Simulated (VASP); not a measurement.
# AlRu (rocksalt type) (Fm-3m) in VASP: density of states with PBEsol

Aim: the density of states of AlRu (rocksalt type) with PBEsol.

All numbers are computed with VASP 6.6.1; they aren't measurements. Logs are shortened: lines on timing, memory, paths and dates and some standing lists are left out, and cuts for length are marked.

### Step 1. The cell of the first run

Symmetry: Fm-3m, No. 225, cubic system. The conventional cell has a = 4.040 Å, b = 4.040 Å, c = 4.040 Å, α = 90.00°, β = 90.00°, γ = 90.00°. Ru (site symmetry m-3m) has 6 Al at 2.02 Å within 2.7 Å. Al (site symmetry m-3m) has 6 Ru at 2.02 Å within 2.7 Å.

### Step 2. Density of states, PBEsol (volume scaled by 0.55)

The input, POSCAR:

```
AlRu
1.0
    0.0000000000      2.0198335533      2.0198335533
    2.0198335533      0.0000000000      2.0198335533
    2.0198335533      2.0198335533      0.0000000000
Ru Al
1 1
Direct
    0.0000000000      0.0000000000      0.0000000000
    0.5000000000      0.5000000000      0.5000000000
```

The input, INCAR.step1:

```
SYSTEM = AlRu
ALGO     = Normal         ! electronic algorithm
EDIFF    = 1E-7           ! SCF threshold, eV
ENCUT    = 520            ! plane-wave cutoff, eV
GGA      = PS             ! functional
ISIF     = 2              ! what is computed and relaxed
ISMEAR   = -1             ! smearing method
LASPH    = .True.         ! aspherical terms in the spheres
LCHARG   = .True.         ! write CHGCAR
LMAXMIX  = 4              ! l up to which the mixer works
LREAL    = .False.        ! projectors in reciprocal space
LWAVE    = .False.        ! write WAVECAR
NBANDS   = 16             ! bands
NELM     = 100            ! most SCF steps
PREC     = Accurate       ! precision mode
SIGMA    = 0.05           ! smearing width, eV
```

The input, KPOINTS.step1:

```
k-points
0
Gamma
  14 14 14
  0 0 0
```

The input, INCAR.step2:

```
SYSTEM = AlRu
ALGO     = Normal         ! electronic algorithm
EDIFF    = 1E-7           ! SCF threshold, eV
ENCUT    = 520            ! plane-wave cutoff, eV
GGA      = PS             ! functional
ICHARG   = 11             ! starting density
ISIF     = 2              ! what is computed and relaxed
ISMEAR   = -5             ! smearing method
LASPH    = .True.         ! aspherical terms in the spheres
LCHARG   = .False.        ! write CHGCAR
LMAXMIX  = 4              ! l up to which the mixer works
LORBIT   = 11             ! projections on sites
LREAL    = .False.        ! projectors in reciprocal space
LWAVE    = .False.        ! write WAVECAR
NBANDS   = 16             ! bands
NEDOS    = 1001           ! points of the DOS
NELM     = 100            ! most SCF steps
PREC     = Accurate       ! precision mode
SIGMA    = 0.05           ! smearing width, eV
```

The input, KPOINTS.step2:

```
k-points
0
Gamma
  21 21 21
  0 0 0
```

Potentials or basis: VASP PAW PBE potentials, release 64 (Ru_pv, Al).

Run with:

```bash
$ cat potpaw_PBE.64/Ru_pv/POTCAR potpaw_PBE.64/Al/POTCAR > POTCAR
$ cp INCAR.step1 INCAR
$ cp KPOINTS.step1 KPOINTS
$ mpirun -np 1 vasp_std > vasp.out
$ cp INCAR.step2 INCAR
$ cp KPOINTS.step2 KPOINTS
$ mpirun -np 1 vasp_std > vasp.out
```

OUTCAR:

```text
SYSTEM = AlRu
   EDIFF = 1E-7
   ENCUT = 520
   GGA = PS
   ICHARG = 11
   ISIF = 2
   ISMEAR = -5
   LASPH = .True.
   LORBIT = 11
   LREAL = .False.
   NELM = 100
   PREC = Accurate

 ion  position               nearest neighbor table
   1  0.000  0.000  0.000-   2 2.02   2 2.02   2 2.02   2 2.02   2 2.02   2 2.02
   2  0.500  0.500  0.500-   1 2.02   1 2.02   1 2.02   1 2.02   1 2.02   1 2.02

  LATTYP: Found a face centered cubic cell.
 ALAT       =     4.0396671066

  Lattice vectors:

 A1 = (   0.0000000000,   2.0198335533,   2.0198335533)
 A2 = (   2.0198335533,   0.0000000000,   2.0198335533)
 A3 = (   2.0198335533,   2.0198335533,   0.0000000000)

Analysis of symmetry for initial positions (statically):
=====================================================================
 Subroutine PRICEL returns:
 Original cell was already a primitive cell.

 Routine SETGRP: Setting up the symmetry group for a
 face centered cubic supercell.

 Subroutine GETGRP returns: Found 48 space group operations
 (whereof 48 operations were pure point group operations)
 out of a pool of 48 trial point group operations.

The static configuration has the point symmetry O_h .

Analysis of symmetry for dynamics (positions and initial velocities):
=====================================================================
 Subroutine PRICEL returns:
 Original cell was already a primitive cell.

 Routine SETGRP: Setting up the symmetry group for a
 face centered cubic supercell.

 Subroutine GETGRP returns: Found 48 space group operations
 (whereof 48 operations were pure point group operations)
 out of a pool of 48 trial point group operations.

The dynamic configuration has the point symmetry O_h .

 Subroutine INISYM returns: Found 48 space group operations
 (whereof 48 operations are pure point group operations),
 and found     1 'primitive' translations

----------------------------------------------------------------------------------------

                                     Primitive cell

  volume of cell :      16.4807

  direct lattice vectors                    reciprocal lattice vectors
     0.000000000  2.019833553  2.019833553    -0.247545150  0.247545150  0.247545150
     2.019833553  0.000000000  2.019833553     0.247545150 -0.247545150  0.247545150
     2.019833553  2.019833553  0.000000000     0.247545150  0.247545150 -0.247545150

  length of vectors
     2.856476005  2.856476005  2.856476005     0.428760777  0.428760777  0.428760777

  position of ions in fractional coordinates (direct lattice)
     0.000000000  0.000000000  0.000000000
[... 84 lines left out ...]
   IBRION =     -1    ionic relax: 0-MD 1-quasi-New 2-CG
   NFREE  =      0    steps in history (QN), initial steepest desc. (CG)
   ISIF   =      2    stress and relaxation
   ISYM   =      2    0-nonsym 1-usesym 2-fastsym
   POTIM  = 0.5000    time-step for ionic-motion
   TEBEG  =    0.0;   TEEND  =   0.0 temperature during run
   PSTRESS=    0.0 pullay stress
   NELECT =      17.0000    total number of electrons
   NUPDOWN=      -1.0000    fix difference up-down
   EMIN   =  10.00;   EMAX   =-10.00  energy-range for DOS
   EFERMI =   0.00;   METHOD = LEGACY
   ISMEAR =    -5;   SIGMA  =   0.05  broadening in eV -4-tet -1-fermi 0-gaus
   EFERMI_NEDOS =   21; number of points for ismear=-14 and -15
   IALGO  =     38    algorithm
   IMIX   =      4    mixing-type and parameters
     AMIX     =   0.40;   BMIX     =  1.00
     AMIX_MAG =   1.60;   BMIX_MAG =  1.00
  volume/ion in A,a.u.               =       8.24        55.61
  Fermi-wavevector in a.u.,A,eV,Ry     =   1.654114  3.125823 37.226827  2.736095
  Thomas-Fermi vector in A             =   2.742437
   LORBIT       =     11    0 simple, 1 ext, 2 COOP (PROOUT), +10 PAW based schemes
   GGA     = PS    functional components
   LHFCALC =     F    Hartree Fock is set to
   AEXX    =    0.0000 exact exchange contribution
   IVDW    =     0    specifies the selected vdW correction
   LEPSILON=     F    determine dielectric tensor
   LRPA    =     F    only Hartree local field effects (RPA)
 non-spin polarized calculation
 Fermi weights with tetrahedron method with Bloechl corrections
  energy-cutoff  :      520.00
  volume of cell :       16.48
 maximum number of plane-waves:       459
 NGX is ok and might be reduce to    24

 number of electron      16.9999999 magnetization

 Free energy of the ion-electron system (eV)
  ---------------------------------------------------
  ext. energy  EPLUGINS =         0.00000000
  ---------------------------------------------------
  free energy    TOTEN  =        -5.60153721 eV

  energy without entropy =       -5.60153721  energy(sigma->0) =       -5.60153721

 E-fermi :  20.0270     XC(G=0): -15.3027

 val. band max:       20.0324363445   @ k =  -0.4286   0.4762   0.0476
 cond. band min:      20.0130954218   @ k =   0.4762   0.4762   0.0000
 fundamental gap:     -0.0193409228
 Fermi energy:        20.0269656167

 k-point     1 :       0.0000    0.0000    0.0000
  band No.  band energies     occupation
      1     -22.7894      2.00000
      2     -22.7894      2.00000
      3     -22.7894      2.00000
      4       6.9104      2.00000
      5      14.4018      2.00000
      6      14.4018      2.00000
[... 433 lines left out ...]
      3     -22.9205      2.00000
      4      10.1023      2.00000
      5      14.0249      2.00000
      6      14.1273      2.00000
[... 8 lines left out ...]
     15      36.6716      0.00000
     16      37.8987      0.00000

 [... further k-points ...]
[... 5 lines left out ...]
  --------------------------------------------------------------------------------------
  -------------------------------------------------------------------------------------
  Total       33.5830169     33.5830169     33.5830169      0.0000000      0.0000000     -0.0000000
  in kB     3264.7771865   3264.7771865   3264.7771865      0.0000000      0.0000000     -0.0000000
  external PRESSURE =    3264.7771865 kB  Pullay stress =       0.0000000 kB

 VOLUME and BASIS-vectors are now :
 -----------------------------------------------------------------------------
  energy-cutoff  :      520.00
  volume of cell :       16.48
      direct lattice vectors                 reciprocal lattice vectors
     0.000000000  2.019833553  2.019833553    -0.247545150  0.247545150  0.247545150
     2.019833553  0.000000000  2.019833553     0.247545150 -0.247545150  0.247545150
     2.019833553  2.019833553  0.000000000     0.247545150  0.247545150 -0.247545150

 POSITION                                       TOTAL-FORCE (eV/Angst)
 -----------------------------------------------------------------------------------
      0.00000      0.00000      0.00000        -0.000000      0.000000     -0.000000
      2.01983      2.01983      2.01983         0.000000     -0.000000      0.000000
 -----------------------------------------------------------------------------------
    total drift:                                0.000000     -0.000000     -0.000000

  FREE ENERGIE OF THE ION-ELECTRON SYSTEM (eV)
  ---------------------------------------------------
  free  energy   TOTEN  =        -5.6015372129 eV

  energy  without entropy=       -5.6015372129  energy(sigma->0) =       -5.60153721

 total charge

# of ion       s       p       d       tot
------------------------------------------
    1        0.443   6.456   7.495  14.395
    2        0.617   0.756   0.000   1.373
--------------------------------------------------
tot          1.060   7.213   7.495  15.768
```

OSZICAR.step1:

```text
N       E                     dE             d eps       ncg     rms          rms(c)
DAV:   1     0.136995431252E+03    0.13700E+03   -0.90270E+03  3336   0.108E+03
DAV:   2    -0.374473986747E+01   -0.14074E+03   -0.13344E+03  3872   0.324E+02
DAV:   3    -0.580729362542E+01   -0.20626E+01   -0.20582E+01  4072   0.412E+01
DAV:   4    -0.581741017858E+01   -0.10117E-01   -0.10116E-01  4064   0.306E+00
DAV:   5    -0.581751816453E+01   -0.10799E-03   -0.10798E-03  4000   0.308E-01    0.323E+01
DAV:   6    -0.564059562588E+01    0.17692E+00   -0.16766E-01  3584   0.489E+00    0.158E+01
DAV:   7    -0.559786537670E+01    0.42730E-01   -0.17221E-02  3376   0.135E+00    0.388E+00
DAV:   8    -0.559584466699E+01    0.20207E-02   -0.42212E-03  4320   0.638E-01    0.611E-01
DAV:   9    -0.559574832926E+01    0.96338E-04   -0.19021E-04  3808   0.144E-01    0.130E-01
DAV:  10    -0.559574031041E+01    0.80188E-05   -0.97943E-06  4072   0.303E-02    0.730E-03
DAV:  11    -0.559574117881E+01   -0.86840E-06   -0.53232E-07  3592   0.740E-03    0.348E-03
DAV:  12    -0.559574125233E+01   -0.73518E-07   -0.16131E-08  2456   0.139E-03
   1 F= -.55957413E+01 E0= -.55921763E+01  d E =-.712994E-02
```

Wall time 89 s (1 thread of Intel Xeon 8259CL, shared host); peak memory 0.2 GiB.

What came out:

```
Valence electrons inside the program's atomic spheres : Ru 14.39; Al 1.37
```

Caveat: the PAW data sets were made with another functional, which shifts forces and pressure a little; tetrahedron occupations give inexact forces and stress in metals.
